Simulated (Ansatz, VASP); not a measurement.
**Two plane-wave programs on GaSb**

Contents of INCAR:

```
SYSTEM = GaSb
PREC = Accurate ; ENCUT = 600
EDIFF = 1E-7 ; ISMEAR = 0
SIGMA = 0.1 ; LREAL = .FALSE.
LASPH = .TRUE. ; NELM = 80
ALGO = Normal ; ISIF = 3
LWAVE = .FALSE. ; LCHARG = .FALSE.
GGA = PE ; IBRION = 2
NSW = 100 ; EDIFFG = -0.005
```

File KPOINTS:

```
regular mesh
0
G
  16 16 16
  0 0 0
```

POSCAR

```
GaSb
1.0
   -2.7534340000      2.7534340000      1.5907070000
    2.7534340000     -2.7534340000      1.5907070000
    2.7534340000      2.7534340000     -1.5907070000
Ga Sb
1 1
Direct
    0.2500000000      0.7500000000      0.5000000000
    0.0000000000      0.0000000000      0.0000000000
```

Input for Ansatz:

```yaml
crystal:
  lattice:
    - [-2.753434, 2.753434, 1.590707]
    - [2.753434, -2.753434, 1.590707]
    - [2.753434, 2.753434, -1.590707]
  atoms:
    - { symbol: Ga, position: [0.25, 0.75, 0.5] }
    - { symbol: Sb, position: [0.0, 0.0, 0.0] }
basis:
  ecutwfc: 420
kpoints:
  mp_grid: { grid: [16, 16, 16] }
hamiltonian:
  xc: pbe
scf:
  occupations: { method: gaussian, width: 0.1 }
output:
  forces: true
  stress: true
  eigenvalues: true
relax:
  adjacent_minimum: "off"
  f_tol: 0.005
  max_steps: 80
  cell: { stress_tol: 0.05 }
```

Alike in both runs: task relaxation of cell and atoms; functional PBE; k mesh 16 × 16 × 16; occupations gaussian, width 0.1 eV; no spin polarisation.

```csv
,VASP,Ansatz
version,VASP 6.6.1,Ansatz 0.2.0
potentials or method,"VASP PAW PBE potentials, release 64 (Ga_d, Sb), cutoff 600 eV","scalar-relativistic, plane waves, PAW"
valence electrons in the cell,18,28
```

```csv
,VASP,Ansatz,Ansatz less VASP
"gap on the k mesh at the Fermi level, each at its own relaxed structure (eV)",none,none,-
relaxed volume (Å³/atom),24.18,24.19,+0.008
relaxed cell length with the largest relative difference (Å),4.219,4.219,-0.0001
```

A gap of «none» marks a metal or a gap that the smearing closes. VASP's potentials hold 18 valence electrons a cell and Ansatz's 28, so a difference there can come from the potentials and not from the codes.

Neither program's run includes spin-orbit coupling.
